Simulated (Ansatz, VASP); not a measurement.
# Two plane-wave programs on Fe

```xyz
1
Lattice="-1.3650 1.3650 1.3650 1.3650 -1.3650 1.3650 1.3650 1.3650 -1.3650" Properties=species:S:1:pos:R:3 pbc="T T T"
Fe    0.0000    0.0000    0.0000
```

Alike in both runs: task single point; functional r2SCAN; k mesh 16 × 16 × 16; occupations fermi-dirac, width 0.1 eV; no spin polarisation.

```csv
,VASP,Ansatz
version,VASP 6.6.1,Ansatz 0.2.0
potentials or method,"VASP PAW PBE potentials, release 64 (Fe), cutoff 520 eV","plane waves (500 eV) with PAW, scalar-relativistic"
valence electrons in the cell,8,16
```

VASP gave:

```
pressure (GPa) : 0.7
```

Task: Which values does Ansatz return?

Result: Pressure (GPa): 0.1.

VASP's potentials were made for PBE, not for r2SCAN. With one functional, cell and mesh, what is left measures potentials, basis and numerics. VASP's potentials hold 8 valence electrons a cell and Ansatz's 16, so a difference there can come from the potentials and not from the codes.
